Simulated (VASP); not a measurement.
# GaP (F-43m) in VASP: a series of runs

GaP is run at these levels: PBEsol+D3(BJ), LDA; tasks: single point.

Program: VASP 6.6.1. These are calculated values, not measurements. Logs are shortened: lines on timing, memory, paths and dates and some standing lists are left out, and cuts for length are marked.

### 1 The cell of the first run

It takes space group F-43m (No. 216, cubic). The conventional cell has a = 5.355 Å, b = 5.355 Å, c = 5.355 Å, α = 90.00°, β = 90.00°, γ = 90.00°. Within 3.1 Å of Ga (site symmetry -43m) lie 4 P at 2.32 Å. P (site symmetry -43m) has 4 Ga at 2.32 Å within 3.1 Å.

### 2 Single point, PBEsol+D3(BJ) (volume scaled by 0.98)

File INCAR:

```
SYSTEM = GaP
PREC = Accurate ; ENCUT = 520
EDIFF = 1E-7 ; ISMEAR = 0
SIGMA = 0.05 ; LREAL = .FALSE.
LASPH = .TRUE. ; NELM = 80
ALGO = Normal ; ISIF = 2
LWAVE = .FALSE. ; LCHARG = .TRUE.
GGA = PS ; IVDW = 12
LELF = .TRUE. ; LVHAR = .TRUE.
NBANDS = 16
```

File KPOINTS:

```
regular mesh
0
G
  8 8 8
  0 0 0
```

File POSCAR:

```
GaP
1.0
    0.0000000000      2.6775348581      2.6775348581
    2.6775348581      0.0000000000      2.6775348581
    2.6775348581      2.6775348581      0.0000000000
Ga P
1 1
Direct
    0.0000000000      0.0000000000      0.0000000000
    0.7500000000      0.7500000000      0.7500000000
```

Potentials or basis: VASP PAW PBE potentials, release 64 (Ga_d, P).

Command:

```bash
cat potpaw_PBE.64/Ga_d/POTCAR potpaw_PBE.64/P/POTCAR > POTCAR
mpirun -np 1 vasp_std > vasp.out
```

OUTCAR:

```text
SYSTEM = GaP
   PREC = Accurate
   ENCUT = 520
   EDIFF = 1E-7
   ISMEAR = 0
   LREAL = .FALSE.
   LASPH = .TRUE.
   NELM = 80
   ISIF = 2
   GGA = PS
   IVDW = 12
 IVDW          = 12

 ion  position               nearest neighbor table
   1  0.000  0.000  0.000-   2 2.32   2 2.32   2 2.32   2 2.32
   2  0.750  0.750  0.750-   1 2.32   1 2.32   1 2.32   1 2.32

  LATTYP: Found a face centered cubic cell.
 ALAT       =     5.3550697162

  Lattice vectors:

 A1 = (   0.0000000000,   2.6775348581,   2.6775348581)
 A2 = (   2.6775348581,   0.0000000000,   2.6775348581)
 A3 = (   2.6775348581,   2.6775348581,   0.0000000000)

Analysis of symmetry for initial positions (statically):
=====================================================================
 Subroutine PRICEL returns:
 Original cell was already a primitive cell.

 Routine SETGRP: Setting up the symmetry group for a
 face centered cubic supercell.

 Subroutine GETGRP returns: Found 24 space group operations
 (whereof 24 operations were pure point group operations)
 out of a pool of 48 trial point group operations.

The static configuration has the point symmetry T_d .

Analysis of symmetry for dynamics (positions and initial velocities):
=====================================================================
 Subroutine PRICEL returns:
 Original cell was already a primitive cell.

 Routine SETGRP: Setting up the symmetry group for a
 face centered cubic supercell.

 Subroutine GETGRP returns: Found 24 space group operations
 (whereof 24 operations were pure point group operations)
 out of a pool of 48 trial point group operations.

The dynamic configuration has the point symmetry T_d .

 Subroutine INISYM returns: Found 24 space group operations
 (whereof 24 operations are pure point group operations),
 and found     1 'primitive' translations

----------------------------------------------------------------------------------------

                                     Primitive cell

  volume of cell :      38.3915

  direct lattice vectors                    reciprocal lattice vectors
     0.000000000  2.677534858  2.677534858    -0.186738932  0.186738932  0.186738932
     2.677534858  0.000000000  2.677534858     0.186738932 -0.186738932  0.186738932
     2.677534858  2.677534858  0.000000000     0.186738932  0.186738932 -0.186738932

  length of vectors
     3.786606110  3.786606110  3.786606110     0.323441318  0.323441318  0.323441318

  position of ions in fractional coordinates (direct lattice)
     0.000000000  0.000000000  0.000000000
     0.750000000  0.750000000  0.750000000

  ion indices of the primitive-cell ions
   primitive index   ion index
                 1           1
                 2           2

----------------------------------------------------------------------------------------

 KPOINTS: regular mesh

Automatic generation of k-mesh.
 Grid dimensions read from file:
 generate k-points for:    8    8    8

 Generating k-lattice:

  Cartesian coordinates                     Fractional coordinates (reciprocal lattice)
    -0.023342367  0.023342367  0.023342367     0.125000000  0.000000000  0.000000000
     0.023342367 -0.023342367  0.023342367     0.000000000  0.125000000  0.000000000
     0.023342367  0.023342367 -0.023342367     0.000000000  0.000000000  0.125000000

  Length of vectors
     0.040430165  0.040430165  0.040430165

  Shift w.r.t. Gamma in fractional coordinates (k-lattice)
     0.000000000  0.000000000  0.000000000

 Subroutine IBZKPT returns following result:
 ===========================================

 Found     29 irreducible k-points:

 Following reciprocal coordinates:
            Coordinates               Weight
  0.000000  0.000000  0.000000      1.000000
  0.125000  0.000000  0.000000      8.000000
  0.250000  0.000000  0.000000      8.000000
  0.375000  0.000000  0.000000      8.000000
  0.500000  0.000000  0.000000      4.000000
  0.125000  0.125000  0.000000      6.000000
[... 16 lines left out ...]
  0.500000  0.250000  0.125000     48.000000
 -0.375000  0.250000  0.125000     24.000000
 [... further k-points ...]
   k-points           NKPTS =     29   k-points in BZ     NKDIM =     29   number of bands    NBANDS=     16
   number of dos      NEDOS =    301   number of ions     NIONS =      2
   total plane-waves  NPLWV =  21952
   dimension x,y,z NGX =    28 NGY =   28 NGZ =   28
   dimension x,y,z NGXF=    56 NGYF=   56 NGZF=   56
   ions per type =               1   1
   NGX,Y,Z   is equivalent  to a cutoff of  12.29, 12.29, 12.29 a.u.
   NGXF,Y,Z  is equivalent  to a cutoff of  24.59, 24.59, 24.59 a.u.
 SYSTEM =  GaP
   PREC   = accura    normal or accurate (medium, high low for compatibility)
   ISTART =      0    job   : 0-new  1-cont  2-samecut
   ICHARG =      2    charge: 1-file 2-atom 10-const
   ISPIN  =      1    spin polarized calculation?
   LNONCOLLINEAR =      F non collinear calculations
   LSORBIT =      F    spin-orbit coupling
   LASPH  =      T    aspherical Exc in radial PAW
   ENCUT  =  520.0 eV  38.22 Ry    6.18 a.u.   7.04  7.04  7.04*2*pi/ulx,y,z
   NELM   =     80;   NELMIN=  2; NELMDL= -5     # of ELM steps
   EDIFF  = 0.1E-06   stopping-criterion for ELM
   LREAL  =      F    real-space projection
   EDIFFG = 0.1E-05   stopping-criterion for IOM
   NSW    =      0    number of steps for IOM
   IBRION =     -1    ionic relax: 0-MD 1-quasi-New 2-CG
   NFREE  =      0    steps in history (QN), initial steepest desc. (CG)
   ISIF   =      2    stress and relaxation
   ISYM   =      2    0-nonsym 1-usesym 2-fastsym
   POTIM  = 0.5000    time-step for ionic-motion
   TEBEG  =    0.0;   TEEND  =   0.0 temperature during run
   PSTRESS=    0.0 pullay stress
   NELECT =      18.0000    total number of electrons
   NUPDOWN=      -1.0000    fix difference up-down
   EMIN   =  10.00;   EMAX   =-10.00  energy-range for DOS
   EFERMI =   0.00;   METHOD = LEGACY
   ISMEAR =     0;   SIGMA  =   0.05  broadening in eV -4-tet -1-fermi 0-gaus
   EFERMI_NEDOS =   21; number of points for ismear=-14 and -15
   IALGO  =     38    algorithm
   IMIX   =      4    mixing-type and parameters
     AMIX     =   0.40;   BMIX     =  1.00
     AMIX_MAG =   1.60;   BMIX_MAG =  1.00
  volume/ion in A,a.u.               =      19.20       129.54
  Fermi-wavevector in a.u.,A,eV,Ry     =   1.271805  2.403363 22.007260  1.617488
  Thomas-Fermi vector in A             =   2.404718
   LORBIT       =      0    0 simple, 1 ext, 2 COOP (PROOUT), +10 PAW based schemes
   GGA     = PS    functional components
   LHFCALC =     F    Hartree Fock is set to
   AEXX    =    0.0000 exact exchange contribution
   IVDW    =    12    specifies the selected vdW correction
   LEPSILON=     F    determine dielectric tensor
   LRPA    =     F    only Hartree local field effects (RPA)
 non-spin polarized calculation
 Gauss-broadening in eV      SIGMA  =   0.05
  energy-cutoff  :      520.00
  volume of cell :       38.39
 maximum number of plane-waves:      1056
   NGX = 15   NGY = 15   NGZ = 15

 number of electron      17.9999986 magnetization

 Free energy of the ion-electron system (eV)
  ---------------------------------------------------
  ext. energy  EPLUGINS =         0.00000000
  ---------------------------------------------------
  free energy    TOTEN  =        -9.89788839 eV

  energy without entropy =       -9.89788839  energy(sigma->0) =       -9.89788839

 E-fermi :   5.3510     XC(G=0): -10.2630

 val. band max:        5.1263738354   @ k =   0.0000   0.0000   0.0000
 cond. band min:       6.5280223707   @ k =   0.5000   0.5000   0.0000
 fundamental gap:      1.4016485353
 Fermi energy:         5.3510160998

 k-point     1 :       0.0000    0.0000    0.0000
  band No.  band energies     occupation
      1      -9.5181      2.00000
      2      -9.5181      2.00000
      3      -9.5181      2.00000
      4      -9.4000      2.00000
      5      -9.4000      2.00000
      6      -7.8119      2.00000
[... 8 lines left out ...]
     15      14.9722      0.00000
     16      14.9722      0.00000

 k-point     2 :       0.1250    0.0000    0.0000
  band No.  band energies     occupation
      1      -9.5364      2.00000
      2      -9.5125      2.00000
      3      -9.5125      2.00000
      4      -9.4001      2.00000
      5      -9.4001      2.00000
      6      -7.5928      2.00000
[... 8 lines left out ...]
     15      14.2832      0.00000
     16      14.8689      0.00000

 k-point     3 :       0.2500    0.0000    0.0000
  band No.  band energies     occupation
      1      -9.5747      2.00000
      2      -9.5005      2.00000
      3      -9.5005      2.00000
      4      -9.3986      2.00000
      5      -9.3986      2.00000
      6      -6.9726      2.00000
[... 8 lines left out ...]
     15      14.0924      0.00000
     16      14.9870      0.00000

 k-point     4 :       0.3750    0.0000    0.0000
  band No.  band energies     occupation
      1      -9.6078      2.00000
      2      -9.4914      2.00000
      3      -9.4914      2.00000
      4      -9.3941      2.00000
      5      -9.3941      2.00000
      6      -6.0960      2.00000
[... 8 lines left out ...]
     15      15.3764      0.00000
     16      15.3764      0.00000
[... 324 lines left out ...]
 k-point    22 :       0.3750    0.2500    0.1250
  band No.  band energies     occupation
      1      -9.6014      2.00000
      2      -9.4863      2.00000
      3      -9.4815      2.00000
      4      -9.4139      2.00000
      5      -9.3892      2.00000
      6      -6.4468      2.00000
[... 8 lines left out ...]
     15      16.4214      0.00000
     16      17.7414      0.00000

 k-point    23 :       0.5000    0.2500    0.1250
  band No.  band energies     occupation
      1      -9.6194      2.00000
      2      -9.4821      2.00000
      3      -9.4705      2.00000
      4      -9.4114      2.00000
      5      -9.3894      2.00000
      6      -5.6179      2.00000
[... 8 lines left out ...]
     15      16.8586      0.00000
     16      18.1051      0.00000

 k-point    24 :      -0.3750    0.2500    0.1250
  band No.  band energies     occupation
      1      -9.6261      2.00000
      2      -9.4816      2.00000
      3      -9.4667      2.00000
      4      -9.4069      2.00000
      5      -9.3914      2.00000
      6      -5.0989      2.00000
[... 8 lines left out ...]
     15      17.2073      0.00000
     16      17.8790      0.00000

 [... further k-points ...]

------------------------ aborting loop because EDIFF is reached ----------------------------------------

 Edisp (eV)   -0.59295

 E8    (eV) :    -0.3827

  FORCE on cell =-STRESS in cart. coord.  units (eV):
  Direction    XX          YY          ZZ          XY          YZ          ZX
  --------------------------------------------------------------------------------------
  -------------------------------------------------------------------------------------
  Total       0.43961     0.43961     0.43961    -0.00000     0.00000    -0.00000
  in kB      18.34614    18.34614    18.34614    -0.00000     0.00000    -0.00000
  external pressure =       18.35 kB  Pullay stress =        0.00 kB

 VOLUME and BASIS-vectors are now :
 -----------------------------------------------------------------------------
  energy-cutoff  :      520.00
  volume of cell :       38.39
      direct lattice vectors                 reciprocal lattice vectors
     0.000000000  2.677534858  2.677534858    -0.186738932  0.186738932  0.186738932
     2.677534858  0.000000000  2.677534858     0.186738932 -0.186738932  0.186738932
     2.677534858  2.677534858  0.000000000     0.186738932  0.186738932 -0.186738932

 POSITION                                       TOTAL-FORCE (eV/Angst)
 -----------------------------------------------------------------------------------
      0.00000      0.00000      0.00000        -0.000000     -0.000000     -0.000000
      4.01630      4.01630      4.01630         0.000000      0.000000      0.000000
 -----------------------------------------------------------------------------------
    total drift:                               -0.000000     -0.000000     -0.000000

  FREE ENERGIE OF THE ION-ELECTRON SYSTEM (eV)
  ---------------------------------------------------
  free  energy   TOTEN  =       -10.4908370452 eV

  energy  without entropy=      -10.4908370452  energy(sigma->0) =      -10.49083705
```

Wall time 27 s (1 thread of Intel Xeon 8259CL, shared host); peak memory 0.18 GiB.

Results:

```yaml
Free_energy: -10.4908 eV
Pressure: 1.8 GPa
Band_gap_on_the_k_mesh: 1.40 eV, indirect (least direct gap 2.19 eV)
Dispersion_energy_per_atom: -0.296 eV
```

Levels at points of the mesh, in eV from the valence-band top:
```tsv
k point	band 7	band 8	band 9	band 10	band 11	band 12
(0.00, 0.00, 0.00)	0.00	0.00	0.00	2.19	3.81	3.81
(0.50, 0.00, 0.00)	-7.01	-1.21	-1.21	1.75	4.63	4.63
(0.50, 0.50, 0.00)	-7.07	-2.90	-2.90	1.40	1.65	10.95
```

Caveat: the PAW data sets were made with another functional, which shifts forces and pressure a little. A k mesh can miss the band edges.

### 3 Single point, PBEsol+D3(BJ) (volume scaled by 0.96)

File INCAR:

```
ALGO     = Normal         # electronic algorithm
EDIFF    = 1E-6           # SCF threshold, eV
ENCUT    = 520            # plane-wave cutoff, eV
GGA      = PS             # functional
ISIF     = 2              # what is computed and relaxed
ISMEAR   = 0              # smearing method
IVDW     = 12             # dispersion correction
LASPH    = True           # aspherical terms in the spheres
LCHARG   = False          # write CHGCAR
LREAL    = False          # projectors in reciprocal space
LWAVE    = False          # write WAVECAR
NBANDS   = 16             # bands
NELM     = 100            # most SCF steps
PREC     = Accurate       # precision mode
SIGMA    = 0.05           # smearing width, eV
```

File KPOINTS:

```
k-points
0
Gamma
  8 8 8
```

File POSCAR:

```
GaP
1.0
    0.0000000000      2.6591950026      2.6591950026
    2.6591950026      0.0000000000      2.6591950026
    2.6591950026      2.6591950026      0.0000000000
Ga P
1 1
Direct
    0.0000000000      0.0000000000      0.0000000000
    0.7500000000      0.7500000000      0.7500000000
```

Potentials or basis: VASP PAW PBE potentials, release 64 (Ga_d, P).

Command:

```bash
cat potpaw_PBE.64/Ga_d/POTCAR potpaw_PBE.64/P/POTCAR > POTCAR
mpirun -np 1 vasp_std > vasp.out
```

OUTCAR:

```text
EDIFF = 1E-6
   ENCUT = 520
   GGA = PS
   ISIF = 2
   ISMEAR = 0
   IVDW = 12
   LASPH = True
   LREAL = False
   NELM = 100
   PREC = Accurate
 IVDW          = 12

 ion  position               nearest neighbor table
   1  0.000  0.000  0.000-   2 2.30   2 2.30   2 2.30   2 2.30
   2  0.750  0.750  0.750-   1 2.30   1 2.30   1 2.30   1 2.30

  LATTYP: Found a face centered cubic cell.
 ALAT       =     5.3183900052

  Lattice vectors:

 A1 = (   0.0000000000,   2.6591950026,   2.6591950026)
[... 642 lines left out ...]
------------------------ aborting loop because EDIFF is reached ----------------------------------------

 Edisp (eV)   -0.60521

 E8    (eV) :    -0.3905

  FORCE on cell =-STRESS in cart. coord.  units (eV):
  Direction    XX          YY          ZZ          XY          YZ          ZX
  --------------------------------------------------------------------------------------
  -------------------------------------------------------------------------------------
  Total       0.91942     0.91942     0.91942    -0.00000     0.00000    -0.00000
  in kB      39.16907    39.16907    39.16907    -0.00000     0.00000    -0.00000
  external pressure =       39.17 kB  Pullay stress =        0.00 kB

 VOLUME and BASIS-vectors are now :
 -----------------------------------------------------------------------------
  energy-cutoff  :      520.00
  volume of cell :       37.61
      direct lattice vectors                 reciprocal lattice vectors
     0.000000000  2.659195003  2.659195003    -0.188026827  0.188026827  0.188026827
     2.659195003  0.000000000  2.659195003     0.188026827 -0.188026827  0.188026827
     2.659195003  2.659195003  0.000000000     0.188026827  0.188026827 -0.188026827

 POSITION                                       TOTAL-FORCE (eV/Angst)
 -----------------------------------------------------------------------------------
      0.00000      0.00000      0.00000         0.000000      0.000000      0.000000
      3.98879      3.98879      3.98879        -0.000000     -0.000000     -0.000000
 -----------------------------------------------------------------------------------
    total drift:                               -0.000000     -0.000000     -0.000000

  FREE ENERGIE OF THE ION-ELECTRON SYSTEM (eV)
  ---------------------------------------------------
  free  energy   TOTEN  =       -10.4766943038 eV

  energy  without entropy=      -10.4766943038  energy(sigma->0) =      -10.47669430
```

stdout:

```text
POSCAR found type information on POSCAR GaP
 POSCAR found :  2 types and       2 ions
 scaLAPACK will be used
 -----------------------------------------------------------------------------
|                                                                             |
|                                                                             |
|     You enforced a specific xc type in the INCAR file but a different       |
|     I HOPE YOU KNOW WHAT YOU ARE DOING!                                     |
|                                                                             |
 -----------------------------------------------------------------------------

 LDA part: xc-table for (Slater+PW92), standard interpolation
 POSCAR, INCAR and KPOINTS ok, starting setup
 FFT: planning ... GRIDC
 FFT: planning ... GRID_SOFT
 FFT: planning ... GRID
 WAVECAR not read
 entering main loop
```

Run time: 18 s. Hardware: 1 thread of Intel Xeon 8259CL, shared host; peak memory 0.17 GiB.

Results:

```
Free energy                : -10.4767 eV
Pressure                   : 3.9 GPa
Band gap on the k mesh     : 1.35 eV, indirect (least direct gap 2.36 eV)
Dispersion energy per atom : -0.303 eV
```

Levels at points of the mesh, in eV from the valence-band top:
```
           k point  band 7  band 8  band 9  band 10  band 11  band 12
(0.00, 0.00, 0.00)    0.00    0.00    0.00     2.36     3.80     3.80
(0.50, 0.00, 0.00)   -7.14   -1.24   -1.24     1.81     4.62     4.62
(0.50, 0.50, 0.00)   -7.17   -2.98   -2.98     1.35     1.63    11.10
```

Caveat: the PAW data sets were made with another functional, which shifts forces and pressure a little.

### 4 Single point, LDA (volume scaled by 0.98)

File INCAR:

```
PREC = Accurate
ENCUT = 520
EDIFF = 1E-6
ISMEAR = 0
SIGMA = 0.05
LREAL = F
LASPH = T
NELM = 100
ALGO = Normal
ISIF = 2
LWAVE = F
LCHARG = T
GGA = CA
LELF = T
LVHAR = T
NBANDS = 16
```

File KPOINTS:

```
Automatic mesh
0
Gamma
  8 8 8
```

File POSCAR:

```
GaP
1.0
    0.0000000000      2.6774871338      2.6774871338
    2.6774871338      0.0000000000      2.6774871338
    2.6774871338      2.6774871338      0.0000000000
Ga P
1 1
Direct
    0.0000000000      0.0000000000      0.0000000000
    0.7500000000      0.7500000000      0.7500000000
```

Potentials or basis: VASP PAW LDA potentials, release 64 (Ga_d, P).

Command:

```bash
cat potpaw_LDA.64/Ga_d/POTCAR potpaw_LDA.64/P/POTCAR > POTCAR
mpirun -np 1 vasp_std > vasp.out
```

Run time: 19 s. Hardware: 1 thread of Intel Xeon 8259CL, shared host; peak memory 0.15 GiB.

The run converged. Its results:

| Quantity | Value |
| --- | --- |
| Free energy | -10.4455 eV |
| Pressure | 2.0 GPa |
| Band gap on the k mesh | 1.39 eV, indirect (least direct gap 2.08 eV) |

Levels at points of the mesh, in eV from the valence-band top:
```tsv
k point	band 7	band 8	band 9	band 10	band 11	band 12
(0.00, 0.00, 0.00)	0.00	0.00	0.00	2.08	3.78	3.78
(0.50, 0.00, 0.00)	-7.02	-1.21	-1.21	1.68	4.62	4.62
(0.50, 0.50, 0.00)	-7.10	-2.90	-2.90	1.39	1.63	10.86
```

 A k mesh can miss the band edges.

### 5 Overview

```tsv
level	potentials or basis	cell	gap on the mesh (eV)	pressure (GPa)
PBEsol+D3(BJ)	VASP PAW PBE potentials, release 64 (Ga_d, P)	a = 3.787 Å, angles 60.0°, 2 atoms	1.40	1.8
PBEsol+D3(BJ)	VASP PAW PBE potentials, release 64 (Ga_d, P)	a = 3.761 Å, angles 60.0°, 2 atoms	1.35	3.9
LDA	VASP PAW LDA potentials, release 64 (Ga_d, P)	a = 3.787 Å, angles 60.0°, 2 atoms	1.39	2.0
```

Alike in all rows: task single point; no spin polarisation; k mesh 8 × 8 × 8; cutoff (eV) 520; smearing gaussian 0.05 eV.

Caveats: the PAW data sets were made with another functional, which shifts forces and pressure a little (some runs).

Total energies depend on the potentials used, so only differences within one code and one set of settings carry meaning.
